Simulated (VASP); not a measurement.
Input of a VASP 6.6.1 run:

INCAR

```
PREC     = Accurate       # precision mode
ENCUT    = 520            # plane-wave cutoff, eV
EDIFF    = 1E-7           # SCF threshold, eV
ISMEAR   = 0              # smearing method
SIGMA    = 0.02           # smearing width, eV
LREAL    = Auto         
LASPH    = T              # aspherical terms in the spheres
NELM     = 150            # most SCF steps
ALGO     = Normal         # electronic algorithm
ISIF     = 2              # what is computed and relaxed
LWAVE    = F              # write WAVECAR
LCHARG   = T              # write CHGCAR
ISPIN    = 2              # spin polarisation
MAGMOM   = 0 0 0 0 0 0 0 0 0 0 0 0 0 0 0 0 1 # initial moments
LORBIT   = 11             # projections on sites
GGA      = PE             # functional
IVDW     = 12             # dispersion correction
LELF     = T              # ELF
LVHAR    = T            
NBANDS   = 52             # bands
```

Contents of KPOINTS:

```
Automatic mesh
0
Gamma
  2 2 2
```

The input POSCAR:

```
Si16B
1.0
    0.0000000000      5.4300000000      5.4300000000
    5.4300000000      0.0000000000      5.4300000000
    5.4300000000      5.4300000000      0.0000000000
Si B
16 1
Direct
    0.0025240921      0.0023860152     -0.0020264634
    0.1246795792      0.1249990650      0.1254299731
   -0.0007856915     -0.0001286473      0.5012648115
    0.1252703358      0.1253990442      0.6256148826
    0.0024508306      0.4972433766     -0.0020466172
    0.1180121798      0.6272926535      0.1274725360
    0.0025715608      0.4975725430      0.5024251914
    0.1251740295      0.6239559637      0.6255942996
    0.4968694520      0.0025302001     -0.0019696583
    0.6277242964      0.1166037512      0.1278393855
    0.4973934488      0.0024702159      0.5024547056
    0.6232437925      0.1255548600      0.6256741788
    0.5018326355      0.5001740311     -0.0027231610
    0.6275156556      0.6276937367      0.1277346699
    0.4972965114      0.4977272467      0.5024614766
    0.6285589282      0.6284971769      0.6144132393
    0.7555978634      0.7508484678      0.2410960500
```

Potentials or basis: VASP PAW PBE potentials, release 64 (Si, B).

The run is started by

```console
$ cat potpaw_PBE.64/Si/POTCAR potpaw_PBE.64/B/POTCAR > POTCAR
$ mpirun -np 1 vasp_std > vasp.out
```

What does it give for the dispersion energy per atom?

-0.314 eV.

Predict the largest force.

0.028 eV/Å.

Forces on the atoms (eV/Å):
```
Si  -0.005 -0.010 -0.017
Si  -0.019 -0.010  0.016
Si   0.013  0.004 -0.010
Si   0.006  0.014  0.020
Si   0.017 -0.008  0.005
Si   0.000  0.012  0.003
Si   0.002 -0.012 -0.003
Si  -0.021  0.012 -0.006
Si  -0.009  0.014  0.011
Si   0.007  0.004 -0.008
Si  -0.010  0.002  0.001
Si   0.012 -0.020 -0.014
Si  -0.004  0.003  0.002
Si   0.006  0.000 -0.009
Si  -0.001  0.004  0.011
Si  -0.006 -0.012  0.008
B    0.011  0.002 -0.008
```

Caveat: the k points lie up to 0.50 Å⁻¹ apart.
